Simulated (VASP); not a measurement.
Set up this calculation in VASP 6.6.1, as the native input.

```
Task                   : single point
Functional             : PBE
Potentials or basis    : VASP PAW PBE potentials, release 64 (Cd, Se)
Cutoff                 : 520 eV
k mesh                 : 6 × 6 × 2
Occupations            : gaussian, width 0.01 eV
Spin                   : no spin polarisation
Dipole correction      : no
Further INCAR settings : ALGO = Normal; EDIFF = 1e-06; NBANDS = 46
```

The structure of CdSe lies in POSCAR:

```
CdSe
1.0
    4.3384246608      0.0000000000      0.0000000000
   -2.1692123304      3.7571859686      0.0000000000
    0.0000000000      0.0000000000     14.1608119774
Cd Se
4 4
Direct
    0.0000000000      0.0000000000     -0.0001635463
    0.3333333333      0.6666666667      0.2499698776
    0.0000000000      0.0000000000      0.4998364537
    0.6666666667      0.3333333333      0.7499698776
    0.0000000000      0.0000000000      0.1874660279
    0.3333333333      0.6666666667      0.4377276407
    0.0000000000      0.0000000000      0.6874660279
    0.6666666667      0.3333333333      0.9377276407
```

This cell differs from its parent crystal: volume changed by -3%.

The input as run:

INCAR

```
  ALGO = Normal
  EDIFF = 1E-6
  ENCUT = 520
  GGA = PE
  ISIF = 2
  ISMEAR = 0
  LASPH = True
  LCHARG = True
  LELF = True
  LREAL = False
  LVHAR = True
  LWAVE = False
  NBANDS = 46
  NELM = 60
  PREC = Accurate
  SIGMA = 0.01
```

KPOINTS

```
k-points
0
Gamma
  6 6 2
```

Potentials or basis: VASP PAW PBE potentials, release 64 (Cd, Se).

Launch:

```bash
$ cat potpaw_PBE.64/Cd/POTCAR potpaw_PBE.64/Se/POTCAR > POTCAR
$ mpirun -np 1 vasp_std > vasp.out
```

Results of the run:

```yaml
Pressure: 1.7 GPa
Band_gap_on_the_k_mesh: 0.58 eV, direct
```

It took 86 s on 1 thread of Intel(R) Xeon(R) Platinum 8488C (Sapphire Rapids), on a shared host, peak memory 0.38 GiB.
